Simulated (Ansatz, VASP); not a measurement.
Ta in VASP and in Ansatz

```
Ta
1.0
    -1.65128    1.65128    1.52743
     1.65128   -1.65128    1.52743
     1.65128    1.65128   -1.52743
Ta
1
Direct
  0.00000 0.00000 0.00000
```

Change from the starting cell: strain -0.0750 x Voigt [0, 0, 1, 0, 0, 0], atoms carried along.

Alike in both runs: task single point; functional PBE; k mesh 20 × 20 × 20; occupations gaussian, width 0.15 eV; no spin polarisation.

|  | VASP | Ansatz |
| --- | --- | --- |
| version | VASP 6.6.1 | Ansatz 0.2.0 |
| potentials or method | VASP PAW PBE potentials, release 64 (Ta_pv), cutoff 520 eV | scalar-relativistic, plane waves, PAW |
| valence electrons in the cell | 11 | 13 |

VASP gave:

```
gap on the k mesh at the Fermi level (eV)                     : none
pressure (GPa)                                                : 22.4
traceless stress, the component that is largest in VASP (GPa) : 5.86
```

Problem. What did Ansatz give for the same quantities?

Solution. gap on the k mesh at the Fermi level (eV): none; pressure (GPa): 22.2; traceless stress, the component that is largest in VASP (GPa): 5.88.

A gap of «none» marks a metal or a gap that the smearing closes. VASP's potentials hold 11 valence electrons a cell and Ansatz's 13, so a difference there can come from the potentials and not from the codes.

Spin-orbit coupling is off throughout.
